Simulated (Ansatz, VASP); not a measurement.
**Ba: VASP beside Ansatz**

INCAR

```
  PREC = Accurate
  ENCUT = 500
  EDIFF = 1E-6
  ISMEAR = 0
  SIGMA = 0.05
  LREAL = False
  LASPH = True
  NELM = 120
  ALGO = Normal
  ISIF = 2
  LWAVE = False
  LCHARG = True
  GGA = PE
  LELF = True
  LVHAR = True
  NBANDS = 11
  GGA_COMPAT = False
```

KPOINTS

```
Automatic mesh
0
Gamma
  6 6 6
```

The input POSCAR:

```
Ba
1.0
   -2.5133422143      2.5133422143      2.5133422143
    2.5133422143     -2.5133422143      2.5133422143
    2.5133422143      2.5133422143     -2.5133422143
Ba
1
Direct
    0.0000000000      0.0000000000      0.0000000000
```

Input for Ansatz:

```yaml
crystal:
  lattice:
    - [-2.5133422143, 2.5133422143, 2.5133422143]
    - [2.5133422143, -2.5133422143, 2.5133422143]
    - [2.5133422143, 2.5133422143, -2.5133422143]
  atoms:
    - { symbol: Ba, position: [0.0, 0.0, 0.0] }
basis:
  ecutwfc: 420
  ecutrho_ratio: 4
kpoints:
  mp_grid: { grid: [6, 6, 6] }
hamiltonian:
  xc: pbe
scf:
  occupations: { method: gaussian, width: 0.05 }
output:
  forces: true
  stress: true
  eigenvalues: true
```

Alike in both runs: task single point; functional PBE; k mesh 6 × 6 × 6; occupations gaussian, width 0.05 eV; no spin polarisation.

|  | VASP | Ansatz |
| --- | --- | --- |
| version | VASP 6.6.1 | Ansatz 0.2.0 |
| potentials or method | VASP PAW PBE potentials, release 64 (Ba_sv), cutoff 500 eV | scalar-relativistic, plane waves, PAW |
| valence electrons in the cell | 10 | 10 |

```tsv
	VASP	Ansatz	Ansatz less VASP
gap on the k mesh at the Fermi level (eV)	none	none	-
pressure (GPa)	0.1	0.1	-0.07
```

A gap of «none» marks a metal or a gap that the smearing closes. The functional is the same, so the differences come from potentials, cutoffs and numerics.

Neither program's run includes spin-orbit coupling.
